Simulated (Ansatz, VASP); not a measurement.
# Sb: VASP beside Ansatz

```
Sb
1.0
     3.36900    0.00000    0.00000
    -1.68450    2.91764    0.00000
     0.00000    0.00000   28.32500
Sb
6
Direct
  0.66667 0.33333 0.26478
  0.33333 0.66667 0.35887
  0.66667 0.33333 0.45296
  0.33333 0.66667 0.54704
  0.66667 0.33333 0.64113
  0.33333 0.66667 0.73522
```

Alike in both runs: functional PBE; k mesh 9 × 9 × 1; occupations fermi-dirac, width 0.05 eV; non-collinear spin, spin-orbit coupling.

```csv
,VASP,Ansatz
version,VASP 6.6.1,Ansatz 0.2.0
potentials or method,"VASP PAW PBE potentials, release 64 (Sb)",Ansatz PAW
plane-wave cutoff (eV),520,420
valence electrons in the cell,30,90
task,single point,band structure
```

Ansatz gave:

```
rms of the force components (eV/Å) : 0.104
```

Question: Which values does VASP return?

Answer: rms of the force components (eV/Å): 0.105.

Atom by atom the forces differ by 0.003 eV/Å (rms over components). VASP's potentials hold 30 valence electrons a cell and Ansatz's 90, so a difference there can come from the potentials and not from the codes.
